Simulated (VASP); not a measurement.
# KMgF3 (Pm-3m) in VASP: relaxation of cell and atoms with LDA

Aim: the relaxation of cell and atoms of KMgF3 with LDA.

All numbers are computed with VASP 6.6.1; they aren't measurements. Logs are shortened: lines on timing, memory, paths and dates and some standing lists are left out, and cuts for length are marked.

**1. The cell of the first run**

Symmetry: Pm-3m, No. 221, cubic system. Conventional cell: a = 4.006 Å, b = 4.006 Å, c = 4.006 Å, α = 90.00°, β = 90.00°, γ = 90.00°. Within 3.7 Å of K (site symmetry m-3m) lie 12 F at 2.83 Å and 8 Mg at 3.47 Å. Within 2.7 Å of Mg (site symmetry m-3m) lie 6 F at 2.00 Å. Within 2.7 Å of F (site symmetry 4/mmm) lie 2 Mg at 2.00 Å.

**2. Relaxation of cell and atoms, LDA**

Input file INCAR:

```
SYSTEM = KMgF3
PREC = Accurate ; ENCUT = 840
EDIFF = 1E-7 ; ISMEAR = 0
SIGMA = 0.01 ; LREAL = .False.
LASPH = .True. ; NELM = 120
ALGO = Normal ; ISIF = 3
LWAVE = .False. ; LCHARG = .False.
GGA = CA ; IBRION = 2
NSW = 80 ; EDIFFG = -0.002
GGA_COMPAT = .False. ; NELMIN = 4
```

Input file KPOINTS:

```
Automatic mesh
0
Gamma
  6 6 6
  0 0 0
```

Input file POSCAR:

```
KMgF3
1.0
    4.0060000000      0.0000000000      0.0000000000
    0.0000000000      4.0060000000      0.0000000000
    0.0000000000      0.0000000000      4.0060000000
K Mg F
1 1 3
Direct
    0.5000000000      0.5000000000      0.5000000000
    0.0000000000      0.0000000000      0.0000000000
    0.5000000000      0.0000000000      0.0000000000
    0.0000000000      0.5000000000      0.0000000000
    0.0000000000      0.0000000000      0.5000000000
```

Potentials or basis: VASP PAW LDA potentials, release 64 (K_sv, Mg_sv, F).

The run is started by

```
cat potpaw_LDA.64/K_sv/POTCAR potpaw_LDA.64/Mg_sv/POTCAR potpaw_LDA.64/F/POTCAR > POTCAR
mpirun -np 1 vasp_std > vasp.out
```

OUTCAR:

```text
SYSTEM = KMgF3
   PREC = Accurate
   ENCUT = 840
   EDIFF = 1E-7
   ISMEAR = 0
   LREAL = .False.
   LASPH = .True.
   NELM = 120
   ISIF = 3
   GGA = CA
   IBRION = 2
   NSW = 80
   EDIFFG = -0.002
   NELMIN = 4

 ion  position               nearest neighbor table
   1  0.500  0.500  0.500-   3 2.83   4 2.83   5 2.83   3 2.83   4 2.83   3 2.83   5 2.83   3 2.83
                             4 2.83   5 2.83   4 2.83   5 2.83
   2  0.000  0.000  0.000-   3 2.00   4 2.00   5 2.00   5 2.00   4 2.00   3 2.00
   3  0.500  0.000  0.000-   2 2.00   2 2.00   1 2.83   1 2.83   1 2.83   1 2.83
   4  0.000  0.500  0.000-   2 2.00   2 2.00   1 2.83   1 2.83   1 2.83   1 2.83
   5  0.000  0.000  0.500-   2 2.00   2 2.00   1 2.83   1 2.83   1 2.83   1 2.83

  LATTYP: Found a simple cubic cell.
 ALAT       =     4.0060000000

  Lattice vectors:

 A1 = (   4.0060000000,   0.0000000000,   0.0000000000)
 A2 = (   0.0000000000,   4.0060000000,   0.0000000000)
 A3 = (   0.0000000000,   0.0000000000,   4.0060000000)

Analysis of symmetry for initial positions (statically):
=====================================================================
 Subroutine PRICEL returns:
 Original cell was already a primitive cell.

 Routine SETGRP: Setting up the symmetry group for a
 simple cubic supercell.

 Subroutine GETGRP returns: Found 48 space group operations
 (whereof 48 operations were pure point group operations)
 out of a pool of 48 trial point group operations.

The static configuration has the point symmetry O_h .

Analysis of symmetry for dynamics (positions and initial velocities):
=====================================================================
 Subroutine PRICEL returns:
 Original cell was already a primitive cell.

 Routine SETGRP: Setting up the symmetry group for a
 simple cubic supercell.

 Subroutine GETGRP returns: Found 48 space group operations
 (whereof 48 operations were pure point group operations)
 out of a pool of 48 trial point group operations.

The dynamic configuration has the point symmetry O_h .

 Subroutine INISYM returns: Found 48 space group operations
 (whereof 48 operations are pure point group operations),
 and found     1 'primitive' translations

----------------------------------------------------------------------------------------

                                     Primitive cell

  volume of cell :      64.2884

  direct lattice vectors                    reciprocal lattice vectors
     4.006000000  0.000000000  0.000000000     0.249625562  0.000000000  0.000000000
     0.000000000  4.006000000  0.000000000     0.000000000  0.249625562  0.000000000
     0.000000000  0.000000000  4.006000000     0.000000000  0.000000000  0.249625562

  length of vectors
     4.006000000  4.006000000  4.006000000     0.249625562  0.249625562  0.249625562

  position of ions in fractional coordinates (direct lattice)
     0.500000000  0.500000000  0.500000000
     0.000000000  0.000000000  0.000000000
     0.500000000  0.000000000  0.000000000
     0.000000000  0.500000000  0.000000000
     0.000000000  0.000000000  0.500000000

  ion indices of the primitive-cell ions
   primitive index   ion index
                 1           1
                 2           2
                 3           3
                 4           4
                 5           5

----------------------------------------------------------------------------------------

 KPOINTS: Automatic mesh

Automatic generation of k-mesh.
 Grid dimensions read from file:
 generate k-points for:    6    6    6

 Generating k-lattice:

  Cartesian coordinates                     Fractional coordinates (reciprocal lattice)
     0.041604260  0.000000000  0.000000000     0.166666667  0.000000000  0.000000000
     0.000000000  0.041604260  0.000000000     0.000000000  0.166666667  0.000000000
     0.000000000  0.000000000  0.041604260     0.000000000  0.000000000  0.166666667

  Length of vectors
     0.041604260  0.041604260  0.041604260

  Shift w.r.t. Gamma in fractional coordinates (k-lattice)
     0.000000000  0.000000000  0.000000000

 Subroutine IBZKPT returns following result:
 ===========================================

 Found     20 irreducible k-points:

 Following reciprocal coordinates:
            Coordinates               Weight
  0.000000  0.000000  0.000000      1.000000
  0.166667  0.000000  0.000000      6.000000
  0.333333  0.000000  0.000000      6.000000
  0.500000  0.000000  0.000000      3.000000
  0.166667  0.166667  0.000000     12.000000
  0.333333  0.166667  0.000000     24.000000
[... 12 lines left out ...]
  0.500000  0.500000  0.333333      6.000000
  0.500000  0.500000  0.500000      1.000000
   k-points           NKPTS =     20   k-points in BZ     NKDIM =     20   number of bands    NBANDS=     24
   number of dos      NEDOS =    301   number of ions     NIONS =      5
   total plane-waves  NPLWV =  64000
   dimension x,y,z NGX =    40 NGY =   40 NGZ =   40
   dimension x,y,z NGXF=    80 NGYF=   80 NGZF=   80
   ions per type =               1   1   3
   NGX,Y,Z   is equivalent  to a cutoff of  16.60, 16.60, 16.60 a.u.
   NGXF,Y,Z  is equivalent  to a cutoff of  33.20, 33.20, 33.20 a.u.
 SYSTEM =  KMgF3
   PREC   = accura    normal or accurate (medium, high low for compatibility)
   ISTART =      0    job   : 0-new  1-cont  2-samecut
   ICHARG =      2    charge: 1-file 2-atom 10-const
   ISPIN  =      1    spin polarized calculation?
   LNONCOLLINEAR =      F non collinear calculations
   LSORBIT =      F    spin-orbit coupling
   LASPH  =      T    aspherical Exc in radial PAW
   ENCUT  =  840.0 eV  61.74 Ry    7.86 a.u.   9.47  9.47  9.47*2*pi/ulx,y,z
   NELM   =    120;   NELMIN=  4; NELMDL= -5     # of ELM steps
   EDIFF  = 0.1E-06   stopping-criterion for ELM
   LREAL  =      F    real-space projection
   EDIFFG = -.2E-02   stopping-criterion for IOM
   NSW    =     80    number of steps for IOM
   IBRION =      2    ionic relax: 0-MD 1-quasi-New 2-CG
   NFREE  =      1    steps in history (QN), initial steepest desc. (CG)
   ISIF   =      3    stress and relaxation
   ISYM   =      2    0-nonsym 1-usesym 2-fastsym
   POTIM  = 0.5000    time-step for ionic-motion
   TEBEG  =    0.0;   TEEND  =   0.0 temperature during run
   PSTRESS=    0.0 pullay stress
   NELECT =      40.0000    total number of electrons
   NUPDOWN=      -1.0000    fix difference up-down
   EMIN   =  10.00;   EMAX   =-10.00  energy-range for DOS
   EFERMI =   0.00;   METHOD = LEGACY
   ISMEAR =     0;   SIGMA  =   0.01  broadening in eV -4-tet -1-fermi 0-gaus
   EFERMI_NEDOS =   21; number of points for ismear=-14 and -15
   IALGO  =     38    algorithm
   IMIX   =      4    mixing-type and parameters
     AMIX     =   0.40;   BMIX     =  1.00
     AMIX_MAG =   1.60;   BMIX_MAG =  1.00
  volume/ion in A,a.u.               =      12.86        86.77
  Fermi-wavevector in a.u.,A,eV,Ry     =   1.397603  2.641087 26.576187  1.953295
  Thomas-Fermi vector in A             =   2.520843
   LORBIT       =      0    0 simple, 1 ext, 2 COOP (PROOUT), +10 PAW based schemes
   GGA     = CA    functional components
   LHFCALC =     F    Hartree Fock is set to
   AEXX    =    0.0000 exact exchange contribution
   IVDW    =     0    specifies the selected vdW correction
   LEPSILON=     F    determine dielectric tensor
   LRPA    =     F    only Hartree local field effects (RPA)
 conjugate gradient relaxation of ions
 non-spin polarized calculation
 Gauss-broadening in eV      SIGMA  =   0.01
  energy-cutoff  :      840.00
  volume of cell :       64.29
 maximum number of plane-waves:      3596
 NGX is ok and might be reduce to    40
   NGX = 19   NGY = 19   NGZ = 19

--------------------------------------- Ionic step        1  -------------------------------------------

 number of electron      40.0000011 magnetization

 Free energy of the ion-electron system (eV)
  ---------------------------------------------------
  ext. energy  EPLUGINS =         0.00000000
  ---------------------------------------------------
  free energy    TOTEN  =       -26.81517474 eV

  energy without entropy =      -26.81517474  energy(sigma->0) =      -26.81517474

------------------------ aborting loop because EDIFF is reached ----------------------------------------

  FORCE on cell =-STRESS in cart. coord.  units (eV):
  Direction    XX          YY          ZZ          XY          YZ          ZX
  --------------------------------------------------------------------------------------
  -------------------------------------------------------------------------------------
  Total       -2.0661247     -2.0661247     -2.0661247      0.0000000     -0.0000000     -0.0000000
  in kB      -51.4913492    -51.4913492    -51.4913492      0.0000000     -0.0000000     -0.0000000
  external PRESSURE =     -51.4913492 kB  Pullay stress =       0.0000000 kB
[... 24 lines left out ...]
  energy  without entropy=      -26.8151747431  energy(sigma->0) =      -26.81517474

--------------------------------------- Ionic step        2  -------------------------------------------

 number of electron      39.9999979 magnetization

 E-fermi :  -1.7042     XC(G=0): -10.7424

 val. band max:       -1.8560179214   @ k =   0.5000   0.5000   0.5000
 cond. band min:       5.4632368208   @ k =   0.0000   0.0000   0.0000
 fundamental gap:      7.3192547422
 Fermi energy:        -1.7041535893

 k-point     1 :       0.0000    0.0000    0.0000
  band No.  band energies     occupation
      1     -71.4042      2.00000
      2     -38.9139      2.00000
      3     -38.9139      2.00000
      4     -38.9139      2.00000
      5     -26.9402      2.00000
      6     -21.6957      2.00000
[... 565 lines left out ...]
  energy  without entropy=      -26.8865370585  energy(sigma->0) =      -26.88653706

--------------------------------------- Ionic step        3  -------------------------------------------

 number of electron      39.9999979 magnetization

 Free energy of the ion-electron system (eV)
  ---------------------------------------------------
  ext. energy  EPLUGINS =         0.00000000
  ---------------------------------------------------
  free energy    TOTEN  =       -26.88755600 eV

  energy without entropy =      -26.88755600  energy(sigma->0) =      -26.88755600

 E-fermi :  -1.5985     XC(G=0): -10.7832

 val. band max:       -1.8141270603   @ k =   0.5000   0.5000   0.5000
 cond. band min:       5.5678843547   @ k =   0.0000   0.0000   0.0000
 fundamental gap:      7.3820114151
 Fermi energy:        -1.5985150844

 k-point     1 :       0.0000    0.0000    0.0000
  band No.  band energies     occupation
      1     -71.3271      2.00000
      2     -38.8375      2.00000
      3     -38.8375      2.00000
      4     -38.8375      2.00000
      5     -26.8850      2.00000
      6     -21.6756      2.00000
[... 561 lines left out ...]
  FREE ENERGIE OF THE ION-ELECTRON SYSTEM (eV)
  ---------------------------------------------------
  free  energy   TOTEN  =       -26.8875559977 eV

  energy  without entropy=      -26.8875559977  energy(sigma->0) =      -26.88755600

 reached required accuracy - stopping structural energy minimisation
```

Run time: 2.1 min. Hardware: 1 thread of Intel Xeon Platinum 8259CL at 2.50GHz (Skylake/Cascade Lake), shared host; peak memory 0.23 GiB.

What came out:

| Item | Value |
| --- | --- |
| Free energy | -26.8876 eV |
| Relaxed volume | 12.01 Å³/atom |
| Relaxed cell | a = 3.916 Å, b = 3.916 Å, c = 3.916 Å, α = 90.00°, β = 90.00°, γ = 90.00° |
| Space group after relaxing (to 0.1 Å) | Pm-3m (No. 221) |
| Energy gained by relaxing | 14.5 meV/atom |
| Ionic steps | 3 |
| Pressure after relaxing | 0.0 GPa |
| Band gap on the k mesh | 7.38 eV (least direct gap 7.70 eV) |

Step by step:
| step | energy change (eV) | largest force (eV/Å) | pressure (GPa) | volume (Å³) |
| --- | --- | --- | --- | --- |
| 1 | 0.0000 | 0.0000 | -5.15 | 64.29 |
| 2 | -0.0714 | 0.0000 | -0.69 | 60.52 |
| 3 | -0.0724 | 0.0000 | -0.01 | 60.05 |

Final structure:
```
K Mg F
1.0
     3.91588    0.00000    0.00000
     0.00000    3.91588    0.00000
     0.00000    0.00000    3.91588
K Mg F
1 1 3
Direct
  0.50000 0.50000 0.50000
  0.00000 0.00000 0.00000
  0.50000 0.00000 0.00000
  0.00000 0.50000 0.00000
  0.00000 0.00000 0.50000
```

A k mesh can miss the band edges.
